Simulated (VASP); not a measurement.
# ScAl2 (Fd-3m) in VASP: further runs, part 3 of 3

VASP 6.6.1. Earlier steps stand in the parts before.

### 4 Single point, r2SCAN (volume scaled by 0.91)

The input, POSCAR:

```
ScAl2
1.0
    0.0000000000      3.6607422989      3.6607422989
    3.6607422989      0.0000000000      3.6607422989
    3.6607422989      3.6607422989      0.0000000000
Sc Al
2 4
Direct
    0.5000000000      0.5000000000      0.5000000000
    0.7500000000      0.7500000000      0.7500000000
    0.1250000000      0.1250000000      0.1250000000
    0.6250000000      0.1250000000      0.1250000000
    0.1250000000      0.6250000000      0.1250000000
    0.1250000000      0.1250000000      0.6250000000
```

The input, INCAR.step1:

```
SYSTEM = ScAl2
ALGO     = Normal         ! electronic algorithm
EDIFF    = 1E-4           ! SCF threshold, eV
ENCUT    = 520            ! plane-wave cutoff, eV
GGA      = PE             ! functional
ISMEAR   = 0              ! smearing method
LASPH    = .TRUE.         ! aspherical terms in the spheres
LCHARG   = .FALSE.        ! write CHGCAR
LREAL    = .FALSE.        ! projectors in reciprocal space
LWAVE    = .TRUE.         ! write WAVECAR
NBANDS   = 26             ! bands
NELM     = 80             ! most SCF steps
PREC     = Accurate       ! precision mode
SIGMA    = 0.1            ! smearing width, eV
```

The input, INCAR.step2:

```
SYSTEM = ScAl2
ALGO     = Normal         ! electronic algorithm
EDIFF    = 1E-7           ! SCF threshold, eV
ENCUT    = 520            ! plane-wave cutoff, eV
ISIF     = 2              ! what is computed and relaxed
ISMEAR   = 0              ! smearing method
ISTART   = 1            
LASPH    = .TRUE.         ! aspherical terms in the spheres
LCHARG   = .FALSE.        ! write CHGCAR
LMIXTAU  = .TRUE.       
LREAL    = .FALSE.        ! projectors in reciprocal space
LWAVE    = .FALSE.        ! write WAVECAR
METAGGA  = R2SCAN         ! meta-GGA
NBANDS   = 26             ! bands
NELM     = 80             ! most SCF steps
PREC     = Accurate       ! precision mode
SIGMA    = 0.1            ! smearing width, eV
```

The input, KPOINTS:

```
k-points
0
G
  8 8 8
  0 0 0
```

Potentials or basis: VASP PAW PBE potentials, release 64 (Sc_sv, Al).

Launch:

```sh
cat potpaw_PBE.64/Sc_sv/POTCAR potpaw_PBE.64/Al/POTCAR > POTCAR
cp INCAR.step1 INCAR
mpirun -np 1 vasp_std > vasp.out
cp INCAR.step2 INCAR
mpirun -np 1 vasp_std > vasp.out
```

OUTCAR:

```text
SYSTEM = ScAl2
   EDIFF = 1E-7
   ENCUT = 520
   ISIF = 2
   ISMEAR = 0
   ISTART = 1
   LASPH = .TRUE.
   LREAL = .FALSE.
   METAGGA = R2SCAN
   NELM = 80
   PREC = Accurate

 ion  position               nearest neighbor table
   1  0.500  0.500  0.500-   4 3.04   5 3.04   6 3.04   3 3.04   4 3.04   6 3.04   3 3.04   4 3.04
                             5 3.04   3 3.04   5 3.04   6 3.04   2 3.17   2 3.17   2 3.17   2 3.17
   2  0.750  0.750  0.750-   4 3.04   5 3.04   6 3.04   3 3.04   4 3.04   5 3.04   3 3.04   4 3.04
                             6 3.04   3 3.04   5 3.04   6 3.04   1 3.17   1 3.17   1 3.17   1 3.17
   3  0.125  0.125  0.125-   4 2.59   5 2.59   6 2.59   6 2.59   5 2.59   4 2.59   1 3.04   2 3.04
                             1 3.04   2 3.04   1 3.04   2 3.04
   4  0.625  0.125  0.125-   3 2.59   6 2.59   5 2.59   3 2.59   5 2.59   6 2.59   1 3.04   2 3.04
                             2 3.04   1 3.04   2 3.04   1 3.04
   5  0.125  0.625  0.125-   3 2.59   6 2.59   3 2.59   4 2.59   6 2.59   4 2.59   1 3.04   2 3.04
                             1 3.04   2 3.04   1 3.04   2 3.04
   6  0.125  0.125  0.625-   3 2.59   3 2.59   4 2.59   5 2.59   5 2.59   4 2.59   1 3.04   2 3.04
                             1 3.04   2 3.04   1 3.04   2 3.04

  LATTYP: Found a face centered cubic cell.
[... 192 lines left out ...]

 E-fermi :   7.3491     XC(G=0): -11.4164

 val. band max:        7.3031241602   @ k =  -0.2500   0.1250   0.0000
 cond. band min:       7.3562116332   @ k =  -0.3750   0.3750   0.1250
 fundamental gap:      0.0530874730
 Fermi energy:         7.3490581462

 k-point     1 :       0.0000    0.0000    0.0000
  band No.  band energies     occupation
      1     -43.7889      2.00000
      2     -43.7278      2.00000
      3     -21.5451      2.00000
      4     -21.5451      2.00000
      5     -21.5451      2.00000
      6     -21.3950      2.00000
[... 685 lines left out ...]
     25      11.2418      0.00000
     26      11.7029      0.00000

 [... further k-points ...]
[... 5 lines left out ...]
  --------------------------------------------------------------------------------------
  -------------------------------------------------------------------------------------
  Total        6.6422813      6.6422813      6.6422813      0.0000000      0.0000000     -0.0000000
  in kB      108.4651895    108.4651895    108.4651895      0.0000000      0.0000000     -0.0000000
  external PRESSURE =     108.4651895 kB  Pullay stress =       0.0000000 kB

 VOLUME and BASIS-vectors are now :
 -----------------------------------------------------------------------------
  energy-cutoff  :      520.00
  volume of cell :       98.12
      direct lattice vectors                 reciprocal lattice vectors
     0.000000000  3.660742299  3.660742299    -0.136584321  0.136584321  0.136584321
     3.660742299  0.000000000  3.660742299     0.136584321 -0.136584321  0.136584321
     3.660742299  3.660742299  0.000000000     0.136584321  0.136584321 -0.136584321

 POSITION                                       TOTAL-FORCE (eV/Angst)
 -----------------------------------------------------------------------------------
      3.66074      3.66074      3.66074        -0.000000     -0.000000     -0.000000
      5.49111      5.49111      5.49111         0.000000      0.000000      0.000000
      0.91519      0.91519      0.91519         0.000000      0.000000      0.000000
      0.91519      2.74556      2.74556        -0.000000      0.000000      0.000000
      2.74556      0.91519      2.74556         0.000000      0.000000      0.000000
      2.74556      2.74556      0.91519        -0.000000      0.000000      0.000000
 -----------------------------------------------------------------------------------
    total drift:                               -0.000000     -0.000000      0.000000

  FREE ENERGIE OF THE ION-ELECTRON SYSTEM (eV)
  ---------------------------------------------------
  free  energy   TOTEN  =       -52.6042109443 eV

  energy  without entropy=      -52.5831111314  energy(sigma->0) =      -52.59366104
```

Run time: 4.9 min. Hardware: 1 thread of AMD EPYC 9R45 (Zen 5), shared host; peak memory 0.26 GiB.

What came out:

```
Free energy            : -52.6042 eV
Pressure               : 10.8 GPa
Band gap on the k mesh : zero (band 17 reaches 8.17 eV, above the bottom of band 18 at 5.36 eV)
```

Levels at points of the mesh, in eV from the Fermi level:
```csv
k point,band 14,band 15,band 16,band 17,band 18,band 19,band 20,band 21
"(0.00, 0.00, 0.00)",-2.50,-2.50,-2.50,-1.99,-1.99,0.56,2.52,2.52
"(0.50, 0.00, 0.00)",-2.16,-2.16,-0.35,-0.15,-0.15,1.92,1.92,2.09
"(0.50, 0.50, 0.00)",-4.00,0.27,0.27,0.82,0.82,0.92,0.92,1.15
```

Caveat: the PAW data sets were made with another functional, which shifts forces and pressure a little.

### 5 Single point, r2SCAN (volume scaled by 0.94)

POSCAR, as its differences from that of step 4:

```diff
@@ -2,5 +2,5 @@
 1.0
-    0.0000000000      3.6607422989      3.6607422989
-    3.6607422989      0.0000000000      3.6607422989
-    3.6607422989      3.6607422989      0.0000000000
+    0.0000000000      3.7005360937      3.7005360937
+    3.7005360937      0.0000000000      3.7005360937
+    3.7005360937      3.7005360937      0.0000000000
 Sc Al
```

The input, INCAR.step1:

```
SYSTEM = ScAl2
  PREC = Accurate
  ENCUT = 520
  ISMEAR = 0
  SIGMA = 0.1
  LREAL = .FALSE.
  LASPH = .TRUE.
  NELM = 80
  NBANDS = 26
  GGA = PE
  ALGO = Normal
  EDIFF = 1E-4
  LWAVE = .TRUE.
  LCHARG = .FALSE.
```

The input, INCAR.step2:

```
SYSTEM = ScAl2
  PREC = Accurate
  ENCUT = 520
  EDIFF = 1E-6
  ISMEAR = 0
  SIGMA = 0.1
  LREAL = .FALSE.
  LASPH = .TRUE.
  NELM = 80
  ALGO = Normal
  ISIF = 2
  LWAVE = .FALSE.
  LCHARG = .TRUE.
  METAGGA = R2SCAN
  LMIXTAU = .TRUE.
  LELF = .TRUE.
  LVHAR = .TRUE.
  NBANDS = 26
  ISTART = 1
```

The input, KPOINTS:

```
Automatic mesh
0
G
  8 8 8
  0 0 0
```

Launch:

```sh
cat potpaw_PBE.64/Sc_sv/POTCAR potpaw_PBE.64/Al/POTCAR > POTCAR
cp INCAR.step1 INCAR
mpirun -np 1 vasp_std > vasp.out
cp INCAR.step2 INCAR
mpirun -np 1 vasp_std > vasp.out
```

Wall time 4.3 min (1 thread of AMD EPYC 9R45 (Zen 5), shared host); peak memory 0.25 GiB.

Results (log left out):

```yaml
Free_energy: -52.7812 eV
Pressure: 6.7 GPa
Band_gap_on_the_k_mesh: zero (band 17 reaches 7.88 eV, above the bottom of band 18 at 5.14 eV)
```

Levels at points of the mesh, in eV from the Fermi level:
```
           k point  band 13  band 14  band 15  band 16  band 17  band 18  band 19  band 20  band 21  band 22
(0.00, 0.00, 0.00)    -2.86    -2.50    -2.50    -2.50    -1.93    -1.93     0.51     2.42     2.42     2.42
(0.50, 0.00, 0.00)    -3.93    -2.14    -2.14    -0.35    -0.15    -0.15     1.87     1.87     2.05     3.02
(0.50, 0.50, 0.00)    -3.94    -3.94     0.27     0.27     0.81     0.81     0.91     0.91     1.13     1.13
```

Caveat: the PAW data sets were made with another functional, which shifts forces and pressure a little.

### 6 Single point, r2SCAN (volume scaled by 0.97)

POSCAR, as its differences from that of step 5:

```diff
@@ -2,5 +2,5 @@
 1.0
-    0.0000000000      3.7005360937      3.7005360937
-    3.7005360937      0.0000000000      3.7005360937
-    3.7005360937      3.7005360937      0.0000000000
+    0.0000000000      3.7394919679      3.7394919679
+    3.7394919679      0.0000000000      3.7394919679
+    3.7394919679      3.7394919679      0.0000000000
 Sc Al
```

The input, INCAR.step1:

```
ALGO = Normal
EDIFF = 1E-4
ENCUT = 520
GGA = PE
ISMEAR = 0
LASPH = T
LCHARG = F
LREAL = F
LWAVE = T
NBANDS = 26
NELM = 80
PREC = Accurate
SIGMA = 0.1
```

The input, INCAR.step2:

```
ALGO = Normal
EDIFF = 1E-6
ENCUT = 520
ISIF = 2
ISMEAR = 0
ISTART = 1
LASPH = T
LCHARG = F
LMIXTAU = T
LREAL = F
LWAVE = F
METAGGA = R2SCAN
NBANDS = 26
NELM = 80
PREC = Accurate
SIGMA = 0.1
```

The input, KPOINTS:

```
k-points
0
Gamma
  8 8 8
```

Potentials or basis: VASP PAW PBE potentials, release 64 (Sc_sv, Al).

Launch:

```sh
cat potpaw_PBE.64/Sc_sv/POTCAR potpaw_PBE.64/Al/POTCAR > POTCAR
cp INCAR.step1 INCAR
mpirun -np 1 vasp_std > vasp.out
cp INCAR.step2 INCAR
mpirun -np 1 vasp_std > vasp.out
```

It took 4.1 min on 1 thread of AMD EPYC 9R45 (Zen 5), shared host; peak memory 0.26 GiB.

The run converged. Its results:

| Property | Result |
| --- | --- |
| Free energy | -52.8800 eV |
| Pressure | 3.1 GPa |
| Band gap on the k mesh | zero (band 17 reaches 7.59 eV, above the bottom of band 18 at 4.93 eV) |

Levels at points of the mesh, in eV from the Fermi level:
```csv
k point,band 14,band 15,band 16,band 17,band 18,band 19,band 20,band 21
"(0.00, 0.00, 0.00)",-2.50,-2.50,-2.50,-1.88,-1.88,0.46,2.32,2.32
"(0.50, 0.00, 0.00)",-2.11,-2.11,-0.35,-0.14,-0.14,1.83,1.83,2.01
"(0.50, 0.50, 0.00)",-3.88,0.28,0.28,0.79,0.79,0.90,0.90,1.11
```

Caveat: the PAW data sets were made with another functional, which shifts forces and pressure a little.

### 7 Overview

```csv
cell,smearing,gap on the mesh (eV),pressure (GPa)
"a = 5.342 Å, angles 60.0°, 6 atoms",gaussian 0.15 eV,none,0.0
"a = 5.120 Å, angles 60.0°, 6 atoms",gaussian 0.1 eV,none,15.7
"a = 5.177 Å, angles 60.0°, 6 atoms",gaussian 0.1 eV,none,10.8
"a = 5.233 Å, angles 60.0°, 6 atoms",gaussian 0.1 eV,none,6.7
"a = 5.288 Å, angles 60.0°, 6 atoms",gaussian 0.1 eV,none,3.1
```

Alike in all rows: task single point; level r2SCAN; potentials or basis VASP PAW PBE potentials, release 64 (Sc_sv, Al); no spin polarisation; k mesh 8 × 8 × 8; cutoff (eV) 520.

Caveats: the PAW data sets were made with another functional, which shifts forces and pressure a little.

Total energies depend on the potentials used, so only differences within one code and one set of settings carry meaning.
